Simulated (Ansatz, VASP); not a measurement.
**Ag in VASP and in Ansatz**

The input POSCAR:

```
Ag
1.0
    0.0000000000      3.0473280896      3.0473280896
    3.0473280896      0.0000000000      3.0473280896
    3.0473280896      3.0473280896      0.0000000000
Ag
2
Direct
    0.1250000000      0.1250000000      0.1250000000
    0.8750000000      0.8750000000      0.8750000000
```

Contents of INCAR.step1:

```
SYSTEM = Ag
  PREC = Accurate
  ENCUT = 520
  ISMEAR = -1
  SIGMA = 0.1
  LREAL = .FALSE.
  LASPH = .TRUE.
  NELM = 60
  NBANDS = 18
  GGA = PE
  ALGO = Normal
  EDIFF = 1E-4
  LWAVE = .TRUE.
  LCHARG = .FALSE.
```

File INCAR.step2:

```
SYSTEM = Ag
  PREC = Accurate
  ENCUT = 520
  EDIFF = 1E-6
  ISMEAR = -1
  SIGMA = 0.1
  LREAL = .FALSE.
  LASPH = .TRUE.
  NELM = 60
  ALGO = Normal
  ISIF = 2
  LWAVE = .FALSE.
  LCHARG = .FALSE.
  METAGGA = R2SCAN
  LMIXTAU = .TRUE.
  NBANDS = 18
  ISTART = 1
```

Contents of KPOINTS:

```
Automatic mesh
0
G
  10 10 10
  0 0 0
```

Input for Ansatz:

```yaml
crystal:
  lattice:
    - [0.0, 3.0473280896, 3.0473280896]
    - [3.0473280896, 0.0, 3.0473280896]
    - [3.0473280896, 3.0473280896, 0.0]
  atoms:
    - { symbol: Ag, position: [0.125, 0.125, 0.125] }
    - { symbol: Ag, position: [0.875, 0.875, 0.875] }
hamiltonian:
  xc: r2scan
  pseudopotentials:
    kind: paw
    azcp:
      Ag: "pseudopotentials/Ag.paw.azcp"
basis:
  ecutwfc: 500
  fft_grid_basis: typed
kpoints:
  mp_grid: { grid: [10, 10, 10], shift: [0, 0, 0] }
magnetization:
  spin_polarized: false
scf:
  occupations: { method: fermi_dirac, width: 0.1 }
  lower_state_search: "off"
output:
  stress: true
  write_density: true
  write_potential: true
  elf: true
  volumetric_format: npy
```

Alike in both runs: task single point; functional r2SCAN; k mesh 10 × 10 × 10; occupations fermi-dirac, width 0.1 eV; no spin polarisation.

|  | VASP | Ansatz |
| --- | --- | --- |
| version | VASP 6.6.1 | Ansatz 0.2.0 |
| potentials or method | VASP PAW PBE potentials, release 64 (Ag), cutoff 520 eV | plane waves (500 eV) with PAW, scalar-relativistic |
| valence electrons in the cell | 22 | 38 |

```csv
,VASP,Ansatz,Ansatz less VASP
pressure (GPa),0.1,0.0,-0.05
```

VASP's potentials were made for PBE, not for r2SCAN. With one functional, cell and mesh, what is left measures potentials, basis and numerics. VASP's potentials hold 22 valence electrons a cell and Ansatz's 38, so a difference there can come from the potentials and not from the codes.
